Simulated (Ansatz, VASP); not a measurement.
**GaN: VASP beside Ansatz**

The input INCAR:

```
SYSTEM = GaN
PREC = Accurate ; ENCUT = 520
EDIFF = 1E-6 ; ISMEAR = -1
SIGMA = 0.1 ; LREAL = .False.
LASPH = .True. ; NELM = 60
ALGO = Normal ; ISIF = 2
LWAVE = .False. ; LCHARG = .False.
GGA = PE ; NBANDS = 26
```

Contents of KPOINTS:

```
Automatic mesh
0
Gamma
  13 13 7
  0 0 0
```

POSCAR

```
GaN
1.0
    3.2181866341      0.0000000000      0.0000000000
   -1.6090933171      2.7870313793      0.0000000000
    0.0000000000      0.0000000000      5.2428592681
Ga N
2 2
Direct
    0.3333333333      0.6666666667     -0.0003515223
    0.6666666667      0.3333333333      0.4996484777
    0.3333333333      0.6666666667      0.3763515223
    0.6666666667      0.3333333333      0.8763515223
```

Input for Ansatz:

```yaml
crystal:
  lattice:
    - [3.2181866341, 0.0, 0.0]
    - [-1.6090933171, 2.7870313793, 0.0]
    - [0.0, 0.0, 5.2428592681]
  atoms:
    - { symbol: Ga, position: [0.3333333333, 0.6666666667, -0.0003515223] }
    - { symbol: Ga, position: [0.6666666667, 0.3333333333, 0.4996484777] }
    - { symbol: "N", position: [0.3333333333, 0.6666666667, 0.3763515223] }
    - { symbol: "N", position: [0.6666666667, 0.3333333333, 0.8763515223] }
kpoints:
  mp_grid: { grid: [13, 13, 7] }
  band_path:
    path:
      - [0.0, 0.0, 0.0]
      - [0.5, 0.0, 0.0]
      - [0.3333333333, 0.3333333333, 0.0]
      - [0.0, 0.0, 0.0]
      - [0.0, 0.0, 0.5]
      - [0.5, 0.0, 0.5]
      - [0.3333333333, 0.3333333333, 0.5]
      - [0.0, 0.0, 0.5]
      - [0.5, 0.0, 0.5]
    npoints: 14
scf:
  occupations: { method: fermi_dirac, width: 0.1 }
hamiltonian:
  xc: pbe
  pseudopotentials: { kind: all_electron, lapw: { basis_error: 0.001 } }
output:
  forces: true
  stress: true
  eigenvalues: true
  populations: true
  dos: { projected: true, de: 0.2, e_range: [-14, 8] }
```

Alike in both runs: task single point; functional PBE; k mesh 13 × 13 × 7; occupations fermi-dirac, width 0.1 eV; no spin polarisation.

|  | VASP | Ansatz |
| --- | --- | --- |
| version | VASP 6.6.1 | Ansatz 0.2.0 |
| potentials or method | VASP PAW PBE potentials, release 64 (Ga_d, N), cutoff 520 eV | all-electron LAPW, scalar-relativistic |

Ansatz gave:

```
pressure (GPa) : 0.0
```

Task: Estimate VASP's values.

Result: Pressure (GPa): 0.2.

Ansatz ran all-electron here, and VASP with PAW potentials.
